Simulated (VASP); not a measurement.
A run of VASP 6.6.1 is set up as follows.

Contents of INCAR:

```
SYSTEM = WF
PREC     = Accurate       ! precision mode
ENCUT    = 520            ! plane-wave cutoff, eV
EDIFF    = 1E-6           ! SCF threshold, eV
ISMEAR   = -1             ! smearing method
SIGMA    = 0.05           ! smearing width, eV
LREAL    = .FALSE.        ! projectors in reciprocal space
LASPH    = .TRUE.         ! aspherical terms in the spheres
NELM     = 80             ! most SCF steps
ALGO     = Normal         ! electronic algorithm
ISIF     = 2              ! what is computed and relaxed
LWAVE    = .FALSE.        ! write WAVECAR
LCHARG   = .TRUE.         ! write CHGCAR
GGA      = PE             ! functional
LELF     = .TRUE.         ! ELF
LVHAR    = .TRUE.       
NBANDS   = 18             ! bands
```

The input KPOINTS:

```
regular mesh
0
G
  11 11 11
  0 0 0
```

POSCAR

```
WF
1.0
    1.3749358928      0.7938226688      5.1031744884
   -1.3749358928      0.7938226688      5.1031744884
    0.0000000000     -1.5876352713      5.1031744884
W F
1 1
Direct
    0.8141200000      0.8141200000      0.8141200000
    0.9371200000      0.9371200000      0.9371200000
```

Potentials or basis: VASP PAW PBE potentials, release 64 (W_sv, F).

Launch:

```sh
$ cat potpaw_PBE.64/W_sv/POTCAR potpaw_PBE.64/F/POTCAR > POTCAR
$ mpirun -np 1 vasp_std > vasp.out
```

(1) Predict the largest force.

(2) Predict the pressure.

## Answers

(1) 0.019 eV/Å.

(2) -1.5 GPa.

Caveat: an odd number of electrons without spin polarisation forces a metal; a magnetic or distorted state may lie lower.
